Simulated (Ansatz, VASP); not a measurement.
Ag: VASP beside Ansatz

Contents of INCAR:

```
PREC     = Accurate       # precision mode
ENCUT    = 520            # plane-wave cutoff, eV
EDIFF    = 1E-6           # SCF threshold, eV
ISMEAR   = -1             # smearing method
SIGMA    = 0.05           # smearing width, eV
LREAL    = False          # projectors in reciprocal space
LASPH    = True           # aspherical terms in the spheres
NELM     = 60             # most SCF steps
ALGO     = Normal         # electronic algorithm
ISIF     = 2              # what is computed and relaxed
LWAVE    = False          # write WAVECAR
LCHARG   = False          # write CHGCAR
GGA      = CA             # functional
NBANDS   = 12             # bands
```

The input KPOINTS:

```
regular mesh
0
Gamma
  15 15 15
```

The input POSCAR:

```
Ag
1.0
    0.0000000000      2.0699859780      2.0699859780
    2.0699859780      0.0000000000      2.0699859780
    2.0699859780      2.0699859780      0.0000000000
Ag
1
Direct
    0.0000000000      0.0000000000      0.0000000000
```

Input for Ansatz:

```yaml
crystal:
  lattice:
    - [0.0, 2.069985978, 2.069985978]
    - [2.069985978, 0.0, 2.069985978]
    - [2.069985978, 2.069985978, 0.0]
  atoms:
    - { symbol: Ag, position: [0.0, 0.0, 0.0] }
kpoints:
  mp_grid: { grid: [15, 15, 15] }
  band_path:
    path:
      - [0.0, 0.0, 0.0]
      - [0.5, 0.0, 0.5]
      - [0.625, 0.25, 0.625]
      - [0.375, 0.375, 0.75]
      - [0.0, 0.0, 0.0]
      - [0.5, 0.5, 0.5]
      - [0.5, 0.25, 0.75]
      - [0.5, 0.0, 0.5]
    npoints: 5
scf:
  occupations: { method: fermi_dirac, width: 0.05 }
hamiltonian:
  xc: lda
  pseudopotentials: { kind: all_electron, lapw: { basis_error: 0.001 } }
output:
  forces: true
  stress: true
  eigenvalues: true
```

Change from the starting cell: volume scaled by 1.04.

Alike in both runs: task single point; functional LDA; k mesh 15 × 15 × 15; occupations fermi-dirac, width 0.05 eV; no spin polarisation.

```csv
,VASP,Ansatz
version,VASP 6.6.1,Ansatz 0.2.0
potentials or method,"VASP PAW LDA potentials, release 64 (Ag), cutoff 520 eV","all-electron LAPW, scalar-relativistic"
```

Ansatz gave:

* pressure (GPa): -10.7

**Question.** Estimate VASP's values.

**Answer.** Pressure (GPa): -10.6.

LDA's correlation is that of Perdew and Zunger in VASP and of Perdew and Wang (1992) in Ansatz. Ansatz ran all-electron here, and VASP with PAW potentials.
